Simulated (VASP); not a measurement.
Wanted: the native input for a VASP 6.6.1 run.

```
Task                   : relaxation of cell and atoms
Functional             : RPBE
Potentials or basis    : VASP PAW PBE potentials, release 64 (Y_sv)
Cutoff                 : 600 eV
k mesh                 : 8 × 8 × 5
Occupations            : fermi-dirac, width 0.05 eV
Spin                   : no spin polarisation
Dipole correction      : no
Further INCAR settings : ALGO = Fast; EDIFF = 1e-06; IBRION = 2; EDIFFG = -0.01; NSW = 60; ISIF = 3
```

The structure of Y lies in POSCAR:

```
Y
1.0
    3.6474000000      0.0000000000      0.0000000000
   -1.8237000000      3.1587410578      0.0000000000
    0.0000000000      0.0000000000      5.7306000000
Y
2
Direct
    0.6666666667      0.3333333333      0.7500000000
    0.3333333333      0.6666666667      0.2500000000
```

These files were run (other wordings do the same):

INCAR

```
SYSTEM = Y
ALGO = Fast
EDIFF = 1E-6
EDIFFG = -0.01
ENCUT = 600
GGA = RP
IBRION = 2
ISIF = 3
ISMEAR = -1
LASPH = .True.
LCHARG = .False.
LREAL = .False.
LWAVE = .False.
NELM = 80
NSW = 60
PREC = Accurate
SIGMA = 0.05
```

KPOINTS

```
k-points
0
Gamma
  8 8 5
  0 0 0
```

Potentials or basis: VASP PAW PBE potentials, release 64 (Y_sv).

The run is started by

```bash
$ cat potpaw_PBE.64/Y_sv/POTCAR > POTCAR
$ mpirun -np 1 vasp_std > vasp.out
```

It gave:

```json
{"Relaxed volume": "34.09 Å³/atom", "Relaxed cell": "a = 3.695 Å, b = 3.695 Å, c = 5.766 Å, α = 90.00°, β = 90.00°, γ = 120.00°", "Space group after relaxing (to 0.1 Å)": "P6_3/mmc (No. 194)", "Energy gained by relaxing": "4.5 meV/atom", "Ionic steps": "10", "Pressure after relaxing": "0.0 GPa", "Band gap on the k mesh": "zero (bands 11 and 12 overlap by 1.27 eV)"}
```

Caveat: the PAW data sets were made with another functional, which shifts forces and pressure a little.

It took 7.9 min on 1 thread of Oxide Virtual Turin-like Processor, with other jobs on the host, peak memory 0.2 GiB.
